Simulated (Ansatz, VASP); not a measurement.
# AlNi in VASP and in Ansatz

```xyz
2
Lattice="2.8810 0.0000 0.0000 0.0000 2.8810 0.0000 0.0000 0.0000 2.8810" Properties=species:S:1:pos:R:3 pbc="T T T"
Ni    1.4405    1.4405    1.4405
Al    0.0000    0.0000    0.0000
```

Alike in both runs: task single point; functional PBE; k mesh 9 × 9 × 9; occupations gaussian, width 0.014 eV; collinear spin.

```csv
,VASP,Ansatz
version,VASP 6.6.1,Ansatz 0.2.0
potentials or method,"VASP PAW PBE potentials, release 64 (Ni, Al)",Ansatz PAW
plane-wave cutoff (eV),520,420
valence electrons in the cell,13,21
```

|  | VASP | Ansatz | Ansatz less VASP |
| --- | --- | --- | --- |
| gap on the k mesh at the Fermi level (eV) | none | none | - |
| pressure (GPa) | 1.8 | 1.9 | +0.06 |
| net moment per atom (μB) | 0.00 | 0.00 | 0.000 |

A gap of «none» marks a metal or a gap that the smearing closes. VASP's potentials hold 13 valence electrons a cell and Ansatz's 21, so a difference there can come from the potentials and not from the codes.
